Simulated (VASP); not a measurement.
Here is a VASP 6.6.1 calculation.

Contents of INCAR:

```
SYSTEM = P
  ALGO = Normal
  EDIFF = 1E-6
  ENCUT = 520
  GGA = PE
  ISIF = 2
  ISMEAR = 0
  LASPH = .TRUE.
  LCHARG = .FALSE.
  LREAL = .FALSE.
  LWAVE = .FALSE.
  NBANDS = 18
  NELM = 80
  PREC = Accurate
  SIGMA = 0.1
```

Contents of KPOINTS:

```
k-points
0
G
  6 6 4
  0 0 0
```

The input POSCAR:

```
P
1.0
    2.4198756682     -2.4250879722      0.0000000000
    2.4198756682      2.4250879722      0.0000000000
    0.0000000000      0.0000000000      5.2103027782
P
4
Direct
    0.2500000000      0.7500000000      0.4282305645
    0.7500000000      0.2500000000      0.5717694355
    0.0000000000      0.5000000000      0.0000000000
    0.5000000000      0.0000000000      0.0000000000
```

Potentials or basis: VASP PAW PBE potentials, release 64 (P).

Launch:

```sh
$ cat potpaw_PBE.64/P/POTCAR > POTCAR
$ mpirun -np 1 vasp_std > vasp.out
```

**Question.** Predict the pressure.

**Answer.** -0.1 GPa.

**Question.** What does it give for the largest force?

**Answer.** 0.006 eV/Å.

**Question.** What does it give for the band gap on the k mesh?

**Answer.** Zero (bands 10 and 11 overlap by 3.04 eV).

Forces in eV/Å, atoms in the order of the input:
```
P    0.000  0.000 -0.006
P    0.000  0.000  0.006
P    0.000  0.000  0.000
P    0.000  0.000  0.000
```
